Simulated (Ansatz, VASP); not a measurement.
## AlO2: VASP beside Ansatz

The input INCAR:

```
ALGO = Normal
EDIFF = 1E-6
EDIFFG = -0.01
ENCUT = 600
GGA = PE
IBRION = 2
ISIF = 3
ISMEAR = 0
LASPH = T
LCHARG = F
LREAL = F
LWAVE = F
NELM = 60
NSW = 100
PREC = Accurate
SIGMA = 0.1
```

Contents of KPOINTS:

```
k-points
0
Gamma
  14 14 10
```

POSCAR

```
AlO2
1.0
    3.1134953253      0.0000000000      0.0000000000
    0.0000000000      3.1134953253      0.0000000000
    0.0000000000      0.0000000000      4.7658341410
Al O
1 2
Direct
    0.5000000000      0.5000000000      0.5000000000
    0.5000000000      0.5000000000      0.8569676862
    0.5000000000      0.5000000000      0.1430323138
```

Input for Ansatz:

```yaml
crystal:
  lattice:
    - [3.1134953253, 0.0, 0.0]
    - [0.0, 3.1134953253, 0.0]
    - [0.0, 0.0, 4.765834141]
  atoms:
    - { symbol: Al, position: [0.5, 0.5, 0.5] }
    - { symbol: O, position: [0.5, 0.5, 0.8569676862] }
    - { symbol: O, position: [0.5, 0.5, 0.1430323138] }
basis:
  ecutwfc: 420
kpoints:
  mp_grid: { grid: [14, 14, 10] }
hamiltonian:
  xc: pbe
scf:
  occupations: { method: gaussian, width: 0.1 }
output:
  forces: true
  stress: true
  eigenvalues: true
  write_density: true
  write_potential: true
  elf: true
  volumetric_format: npy
relax:
  adjacent_minimum: "off"
  f_tol: 0.01
  max_steps: 80
  cell: { stress_tol: 0.05 }
```

Alike in both runs: task relaxation of cell and atoms; functional PBE; k mesh 14 × 14 × 10; occupations gaussian, width 0.1 eV; no spin polarisation.

|  | VASP | Ansatz |
| --- | --- | --- |
| version | VASP 6.6.1 | Ansatz 0.2.0 |
| potentials or method | VASP PAW PBE potentials, release 64 (Al, O), cutoff 600 eV | scalar-relativistic, plane waves, PAW |
| valence electrons in the cell | 15 | 15 |

VASP gave:

```
gap on the k mesh at the Fermi level, each at its own relaxed structure (eV) : none
relaxed volume (Å³/atom)                                                     : 15.53
relaxed cell length with the largest relative difference (Å)                 : 3.124
```

Task: What did Ansatz give for the same quantities?

Result: gap on the k mesh at the Fermi level, each at its own relaxed structure (eV): none; relaxed volume (Å³/atom): 15.63; relaxed cell length with the largest relative difference (Å): 3.137.

A gap of «none» marks a metal or a gap that the smearing closes.
